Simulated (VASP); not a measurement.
Mo:

```
CELL_PARAMETERS angstrom
-1.57416 1.57416 1.57416
1.57416 -1.57416 1.57416
1.57416 1.57416 -1.57416
ATOMIC_POSITIONS crystal
Mo 0.00000 0.00000 0.00000
```

Base run:

```yaml
Program: VASP 6.6.1
Functional: PBE
Potentials_or_basis: VASP PAW PBE potentials, release 64 (Mo_sv)
Cutoff: 520 eV
k_mesh: 12 × 12 × 12
Occupations: fermi-dirac, width 0.02 eV
Spin: no spin polarisation
```

Its results: band gap on the k mesh zero (band 7 reaches 16.61 eV, above the bottom of band 8 at 11.26 eV); pressure 3.5 GPa.

Question: The run is repeated on the same cell with these changes: functional from PBE to r2SCAN; k mesh from 12 × 12 × 12 to 10 × 10 × 10. What comes out?

Answer: Band gap on the k mesh zero (band 7 reaches 16.76 eV, above the bottom of band 8 at 11.17 eV); pressure 1.1 GPa.

Several settings changed at once, so the effect can't be laid on one alone.

Caveats: the PAW data sets were made with another functional, which shifts forces and pressure a little (some runs).
